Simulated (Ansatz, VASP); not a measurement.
## BN: VASP beside Ansatz

```xyz
4
Lattice="2.5856 0.0000 0.0000 -1.2928 2.2392 0.0000 0.0000 0.0000 6.5959" Properties=species:S:1:pos:R:3 pbc="T T T"
B     0.0000    1.4928    1.6490
B     1.2928    0.7464    4.9469
N     0.0000    1.4928    4.9469
N     1.2928    0.7464    1.6490
```

Alike in both runs: task single point; functional PBEsol; k mesh 12 × 12 × 4; occupations gaussian, width 0.05 eV; no spin polarisation.

|  | VASP | Ansatz |
| --- | --- | --- |
| version | VASP 6.6.1 | Ansatz 0.2.0 |
| potentials or method | VASP PAW PBE potentials, release 64 (B, N), cutoff 520 eV | scalar-relativistic, plane waves, PAW |
| valence electrons in the cell | 16 | 16 |

VASP gave:

* gap on the k mesh at the Fermi level (eV): 3.98
* least direct gap on the mesh (eV): 4.32
* pressure (GPa): -19.5
* traceless stress, the component that is largest in VASP (GPa): 20.26

Q: Estimate Ansatz's values.

A: gap on the k mesh at the Fermi level (eV): 3.98; least direct gap on the mesh (eV): 4.33; pressure (GPa): -19.9; traceless stress, the component that is largest in VASP (GPa): 20.76.

VASP's potentials were made for PBE, not for PBEsol, and Ansatz warns of the same on its side.
